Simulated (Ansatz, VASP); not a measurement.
## Hf3C2 in VASP and in Ansatz

```
CELL_PARAMETERS angstrom
3.30461 0.00000 0.00000
-1.65231 2.86188 0.00000
0.00000 0.00000 7.90978
ATOMIC_POSITIONS crystal
Hf 0.00000 0.00000 0.00000
Hf 0.33333 0.66667 0.67708
Hf 0.66667 0.33333 0.32292
C 0.33333 0.66667 0.17411
C 0.66667 0.33333 0.82589
```

Change from the starting cell: species swapped into the Al3Ni2 type (P-3m1, No. 164).

Alike in both runs: functional PBE; k mesh 6 × 6 × 4; occupations gaussian, width 0.1 eV; no spin polarisation.

Ansatz relaxed the structure, and its values are those at the end. VASP's run is a single point on that final structure, the one shown.

```csv
,VASP,Ansatz
version,VASP 6.6.1,Ansatz 0.2.0
potentials or method,"VASP PAW PBE potentials, release 64 (Hf_pv, C), cutoff 520 eV","scalar-relativistic, plane waves, PAW"
valence electrons in the cell,38,86
```

```tsv
	VASP	Ansatz	Ansatz less VASP
gap on the k mesh at the Fermi level (eV)	none	none	-
pressure (GPa)	-0.6	0.1	+0.67
rms of the force components (eV/Å)	0.024	0.003	-0.0214
```

A gap of «none» marks a metal or a gap that the smearing closes. VASP's potentials hold 38 valence electrons a cell and Ansatz's 86, so a difference there can come from the potentials and not from the codes.

The k mesh is coarse, so the values compare programs but aren't converged. Spin-orbit coupling is off throughout.
